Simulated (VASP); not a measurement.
# Zn4HSe4 (a cell with a defect) in VASP: a series of runs

Runs on Zn4HSe4 (a cell with a defect). Level: PBEsol. Tasks: single point.

All numbers are computed with VASP 6.6.1; they aren't measurements. Logs are shortened: lines on timing, memory, paths and dates and some standing lists are left out, and cuts for length are marked.

## (1) The cell of the first run

The cell holds a defect, 9 atoms: a = 5.693 Å, b = 5.693 Å, c = 6.849 Å, α = 114.56°, β = 114.56°, γ = 90.00°.

## (2) Single point, PBEsol

INCAR reads:

```
SYSTEM = Zn4HSe4
PREC = Accurate
ENCUT = 520
EDIFF = 1E-6
ISMEAR = 0
SIGMA = 0.05
LREAL = .False.
LASPH = .True.
NELM = 100
ALGO = Normal
ISIF = 2
LWAVE = .False.
LCHARG = .True.
GGA = PS
LELF = .True.
LVHAR = .True.
NELECT = 72.0
NBANDS = 46
```

KPOINTS reads:

```
regular mesh
0
Gamma
  6 6 6
  0 0 0
```

POSCAR reads:

```
Zn4HSe4
1.0
   -4.0256375597     -4.0256375597      0.0000000000
   -4.0256375597      4.0256375597      0.0000000000
    4.0256375597      0.0000000000     -5.5406228226
Zn Se H
4 4 1
Direct
    0.5000000000      0.5000000000      0.0000000000
    0.0000000000      0.0000000000      0.0000000000
    0.0000000000      0.5000000000      0.0000000000
    0.5000000000      0.0000000000      0.0000000000
    0.1161581573      0.6161581573      0.7323163146
    0.6161581573      0.1161581573      0.7323163146
    0.8838418427      0.8838418427      0.2676836854
    0.3838418427      0.3838418427      0.2676836854
   -0.0416962290      0.2916371044     -0.9197305536
```

Potentials or basis: VASP PAW PBE potentials, release 64 (Zn, Se, H).

Launch:

```bash
> cat potpaw_PBE.64/Zn/POTCAR potpaw_PBE.64/Se/POTCAR potpaw_PBE.64/H/POTCAR > POTCAR
> mpirun -np 1 vasp_std > vasp.out
```

OUTCAR:

```text
SYSTEM = Zn4HSe4
   PREC = Accurate
   ENCUT = 520
   EDIFF = 1E-6
   ISMEAR = 0
   LREAL = .False.
   LASPH = .True.
   NELM = 100
   ISIF = 2
   GGA = PS
   NELECT = 72.0

 ion  position               nearest neighbor table
   1  0.500  0.500  0.000-   5 2.50   6 2.50   7 2.50   8 2.50   3 2.85   4 2.85   4 2.85   3 2.85

   2  0.000  0.000  0.000-   9 1.57   6 2.50   7 2.50   8 2.50   5 2.50   4 2.85   3 2.85   3 2.85
                             4 2.85
   3  0.000  0.500  0.000-   9 1.55   6 2.50   7 2.50   8 2.50   5 2.50   2 2.85   1 2.85   2 2.85
                             1 2.85
   4  0.500  0.000  0.000-   5 2.50   6 2.50   7 2.50   8 2.50   1 2.85   2 2.85   1 2.85   2 2.85

   5  0.116  0.616  0.732-   1 2.50   2 2.50   3 2.50   4 2.50
   6  0.616  0.116  0.732-   1 2.50   2 2.50   3 2.50   4 2.50
   7  0.884  0.884  0.268-   1 2.50   2 2.50   3 2.50   4 2.50
   8  0.384  0.384  0.268-   1 2.50   2 2.50   3 2.50   4 2.50
   9  0.958  0.292  0.080-   3 1.55   2 1.57

  LATTYP: Found a body centered tetragonal cell.
 ALAT       =     5.6931112341
 C/A-ratio  =     1.9464305526

  Lattice vectors:

 A1 = (   0.0000000000,  -4.0256375597,   5.5406228226)
 A2 = (   0.0000000000,   4.0256375597,   5.5406228226)
 A3 = (  -4.0256375597,   0.0000000000,  -5.5406228226)

Analysis of symmetry for initial positions (statically):
=====================================================================
 Subroutine PRICEL returns:
 Original cell was already a primitive cell.

 Routine SETGRP: Setting up the symmetry group for a
 body centered tetragonal supercell.

 Subroutine GETGRP returns: Found  1 space group operations
 (whereof  1 operations were pure point group operations)
 out of a pool of 16 trial point group operations.

The static configuration has the point symmetry C_1 .

Analysis of symmetry for dynamics (positions and initial velocities):
=====================================================================
 Subroutine PRICEL returns:
 Original cell was already a primitive cell.

 Routine SETGRP: Setting up the symmetry group for a
 body centered tetragonal supercell.

 Subroutine GETGRP returns: Found  1 space group operations
 (whereof  1 operations were pure point group operations)
 out of a pool of 16 trial point group operations.

The dynamic configuration has the point symmetry C_1 .

 Subroutine INISYM returns: Found  1 space group operations
 (whereof  1 operations are pure point group operations),
 and found     1 'primitive' translations

----------------------------------------------------------------------------------------

                                     Primitive cell

  volume of cell :     179.5800

  direct lattice vectors                    reciprocal lattice vectors
    -4.025637560 -4.025637560  0.000000000    -0.124203929 -0.124203929 -0.090242562
    -4.025637560  4.025637560  0.000000000    -0.124203929  0.124203929 -0.090242562
     4.025637560  0.000000000 -5.540622823     0.000000000  0.000000000 -0.180485125

  length of vectors
     5.693111234  5.693111234  6.848668413     0.197476459  0.197476459  0.180485125

  position of ions in fractional coordinates (direct lattice)
     0.500000000  0.500000000  0.000000000
     0.000000000  0.000000000  0.000000000
     0.000000000  0.500000000  0.000000000
     0.500000000  0.000000000  0.000000000
     0.116158157  0.616158157  0.732316315
     0.616158157  0.116158157  0.732316315
     0.883841843  0.883841843  0.267683685
     0.383841843  0.383841843  0.267683685
     0.958303771  0.291637104  0.080269446

  ion indices of the primitive-cell ions
   primitive index   ion index
                 1           1
                 2           2
                 3           3
                 4           4
                 5           5
                 6           6
                 7           7
                 8           8
                 9           9

----------------------------------------------------------------------------------------

 KPOINTS: regular mesh

Automatic generation of k-mesh.
 Grid dimensions read from file:
 generate k-points for:    6    6    6

 Generating k-lattice:

  Cartesian coordinates                     Fractional coordinates (reciprocal lattice)
    -0.020700655 -0.020700655 -0.015040427     0.166666667  0.000000000  0.000000000
    -0.020700655  0.020700655 -0.015040427     0.000000000  0.166666667  0.000000000
     0.000000000  0.000000000 -0.030080854     0.000000000  0.000000000  0.166666667

  Length of vectors
     0.032912743  0.032912743  0.030080854

  Shift w.r.t. Gamma in fractional coordinates (k-lattice)
     0.000000000  0.000000000  0.000000000

 Subroutine IBZKPT returns following result:
 ===========================================

 Found    112 irreducible k-points:

 Following reciprocal coordinates:
            Coordinates               Weight
  0.000000  0.000000  0.000000      1.000000
  0.166667  0.000000  0.000000      2.000000
  0.000000 -0.166667  0.166667      2.000000
 -0.166667  0.000000  0.166667      2.000000
  0.000000  0.166667  0.000000      2.000000
  0.333333  0.000000  0.000000      2.000000
[... 16 lines left out ...]
 -0.333333  0.166667 -0.166667      2.000000
 -0.166667 -0.333333 -0.000000      2.000000
 [... further k-points ...]
   k-points           NKPTS =    112   k-points in BZ     NKDIM =    112   number of bands    NBANDS=     46
   number of dos      NEDOS =    301   number of ions     NIONS =      9
   total plane-waves  NPLWV =  95256
   dimension x,y,z NGX =    42 NGY =   42 NGZ =   54
   dimension x,y,z NGXF=    84 NGYF=   84 NGZF=  108
   ions per type =               4   4   1
   NGX,Y,Z   is equivalent  to a cutoff of  12.26, 12.26, 13.11 a.u.
   NGXF,Y,Z  is equivalent  to a cutoff of  24.53, 24.53, 26.22 a.u.
 SYSTEM =  Zn4HSe4
   PREC   = accura    normal or accurate (medium, high low for compatibility)
   ISTART =      0    job   : 0-new  1-cont  2-samecut
   ICHARG =      2    charge: 1-file 2-atom 10-const
   ISPIN  =      1    spin polarized calculation?
   LNONCOLLINEAR =      F non collinear calculations
   LSORBIT =      F    spin-orbit coupling
   LASPH  =      T    aspherical Exc in radial PAW
   ENCUT  =  520.0 eV  38.22 Ry    6.18 a.u.  10.59 10.59 12.73*2*pi/ulx,y,z
   NELM   =    100;   NELMIN=  2; NELMDL= -5     # of ELM steps
   EDIFF  = 0.1E-05   stopping-criterion for ELM
   LREAL  =      F    real-space projection
   EDIFFG = 0.1E-04   stopping-criterion for IOM
   NSW    =      0    number of steps for IOM
   IBRION =     -1    ionic relax: 0-MD 1-quasi-New 2-CG
   NFREE  =      0    steps in history (QN), initial steepest desc. (CG)
   ISIF   =      2    stress and relaxation
   ISYM   =      2    0-nonsym 1-usesym 2-fastsym
   POTIM  = 0.5000    time-step for ionic-motion
   TEBEG  =    0.0;   TEEND  =   0.0 temperature during run
   PSTRESS=    0.0 pullay stress
   NELECT =      72.0000    total number of electrons
   NUPDOWN=      -1.0000    fix difference up-down
   EMIN   =  10.00;   EMAX   =-10.00  energy-range for DOS
   EFERMI =   0.00;   METHOD = LEGACY
   ISMEAR =     0;   SIGMA  =   0.05  broadening in eV -4-tet -1-fermi 0-gaus
   EFERMI_NEDOS =   21; number of points for ismear=-14 and -15
   IALGO  =     38    algorithm
   IMIX   =      4    mixing-type and parameters
     AMIX     =   0.40;   BMIX     =  1.00
     AMIX_MAG =   1.60;   BMIX_MAG =  1.00
  volume/ion in A,a.u.               =      19.95       134.65
  Fermi-wavevector in a.u.,A,eV,Ry     =   1.207164  2.281210 19.827028  1.457245
  Thomas-Fermi vector in A             =   2.342810
   LORBIT       =      0    0 simple, 1 ext, 2 COOP (PROOUT), +10 PAW based schemes
   GGA     = PS    functional components
   LHFCALC =     F    Hartree Fock is set to
   AEXX    =    0.0000 exact exchange contribution
   IVDW    =     0    specifies the selected vdW correction
   LEPSILON=     F    determine dielectric tensor
   LRPA    =     F    only Hartree local field effects (RPA)
 non-spin polarized calculation
 Gauss-broadening in eV      SIGMA  =   0.05
  energy-cutoff  :      520.00
  volume of cell :      179.58
 maximum number of plane-waves:      4858
   NGX = 21   NGY = 21   NGZ = 25

 number of electron      71.9999967 magnetization

 Free energy of the ion-electron system (eV)
  ---------------------------------------------------
  ext. energy  EPLUGINS =         0.00000000
  ---------------------------------------------------
  free energy    TOTEN  =       -29.04382520 eV

  energy without entropy =      -29.04382520  energy(sigma->0) =      -29.04382520

 E-fermi :   1.9012     XC(G=0):  -9.5362

 val. band max:        1.6398795857   @ k =   0.0000   0.0000   0.0000
 cond. band min:       2.4894020219   @ k =   0.0000   0.0000   0.0000
 fundamental gap:      0.8495224363
 Fermi energy:         1.9012110033

 k-point     1 :       0.0000    0.0000    0.0000
  band No.  band energies     occupation
      1     -12.1768      2.00000
      2     -10.9908      2.00000
      3     -10.6993      2.00000
      4     -10.4181      2.00000
      5      -7.3449      2.00000
      6      -5.6794      2.00000
[... 38 lines left out ...]
     45       7.2450      0.00000
     46       7.4605      0.00000

 k-point     2 :       0.1667    0.0000    0.0000
  band No.  band energies     occupation
      1     -12.0986      2.00000
      2     -11.0653      2.00000
      3     -10.7031      2.00000
      4     -10.4566      2.00000
      5      -7.3232      2.00000
      6      -5.6842      2.00000
[... 38 lines left out ...]
     45       7.1766      0.00000
     46       7.6546      0.00000

 k-point     3 :       0.0000   -0.1667    0.1667
  band No.  band energies     occupation
      1     -12.1109      2.00000
      2     -11.0125      2.00000
      3     -10.7519      2.00000
      4     -10.4391      2.00000
      5      -7.3028      2.00000
      6      -5.6825      2.00000
[... 38 lines left out ...]
     45       7.4493      0.00000
     46       7.6523      0.00000

 k-point     4 :      -0.1667    0.0000    0.1667
  band No.  band energies     occupation
      1     -12.1070      2.00000
      2     -11.0430      2.00000
      3     -10.7099      2.00000
      4     -10.4577      2.00000
      5      -7.3374      2.00000
      6      -5.6765      2.00000
[... 920 lines left out ...]
     45       7.6238      0.00000
     46       7.9865      0.00000

 k-point    23 :      -0.3333    0.1667   -0.1667
  band No.  band energies     occupation
      1     -11.8078      2.00000
      2     -11.2827      2.00000
      3     -10.7421      2.00000
      4     -10.5876      2.00000
      5      -7.2362      2.00000
      6      -5.6943      2.00000
[... 38 lines left out ...]
     45       7.7605      0.00000
     46       7.9617      0.00000

 k-point    24 :      -0.1667   -0.3333   -0.0000
  band No.  band energies     occupation
      1     -11.8627      2.00000
      2     -11.1512      2.00000
      3     -10.8518      2.00000
      4     -10.5336      2.00000
      5      -7.1986      2.00000
      6      -5.6675      2.00000
[... 38 lines left out ...]
     45       7.6415      0.00000
     46       7.8565      0.00000

 [... further k-points ...]
[... 5 lines left out ...]
  --------------------------------------------------------------------------------------
  -------------------------------------------------------------------------------------
  Total       -3.3833606     -3.4797412     -5.9745556     -2.5502176      0.0062354     -0.0497163
  in kB      -30.1856784    -31.0455678    -53.3038117    -22.7525408      0.0556311     -0.4435591
  external PRESSURE =     -38.1783526 kB  Pullay stress =       0.0000000 kB

 VOLUME and BASIS-vectors are now :
 -----------------------------------------------------------------------------
  energy-cutoff  :      520.00
  volume of cell :      179.58
      direct lattice vectors                 reciprocal lattice vectors
    -4.025637560 -4.025637560  0.000000000    -0.124203929 -0.124203929 -0.090242562
    -4.025637560  4.025637560  0.000000000    -0.124203929  0.124203929 -0.090242562
     4.025637560  0.000000000 -5.540622823     0.000000000  0.000000000 -0.180485125

 POSITION                                       TOTAL-FORCE (eV/Angst)
 -----------------------------------------------------------------------------------
     -4.02564      0.00000      0.00000        -0.117888      0.304354      0.051448
      0.00000      0.00000      0.00000         1.153717     -1.933925      0.539517
     -2.01282      2.01282      0.00000        -2.044598      1.197690      0.583619
     -2.01282     -2.01282      0.00000         0.300599     -0.120531      0.053263
      0.00000      2.01282     -4.05749         0.177899      0.173780      0.021007
      0.00000     -2.01282     -4.05749         0.114433      0.116785      0.245546
     -6.03846      0.00000     -1.48313         0.015366      0.019823     -0.130509
     -2.01282      0.00000     -1.48313        -0.037438     -0.032948     -0.763511
     -4.70867     -2.68376     -0.44474         0.437911      0.274970     -0.600380
 -----------------------------------------------------------------------------------
    total drift:                                0.000071      0.000028      0.000011

  FREE ENERGIE OF THE ION-ELECTRON SYSTEM (eV)
  ---------------------------------------------------
  free  energy   TOTEN  =       -29.0438251977 eV

  energy  without entropy=      -29.0438251977  energy(sigma->0) =      -29.04382520
```

It took 24 min on 1 thread of Oxide Virtual Turin-like, shared host; peak memory 0.78 GiB.

Results:

```
Free energy   : -29.0438 eV
Largest force : 2.440 eV/Å
```

Forces in eV/Å, atoms in the order of the input:
```
Zn  -0.118  0.304  0.051
Zn   1.154 -1.934  0.540
Zn  -2.045  1.198  0.584
Zn   0.301 -0.121  0.053
Se   0.178  0.174  0.021
Se   0.114  0.117  0.246
Se   0.015  0.020 -0.131
Se  -0.037 -0.033 -0.764
H    0.438  0.275 -0.600
```

Caveat: the cell carries a net charge on a neutralising background, which shifts energy and pressure; the cell is charged against a uniform background, so pressure and absolute levels hang on convention; the PAW data sets were made with another functional, which shifts forces and pressure a little.

[end of part 1 of 2]
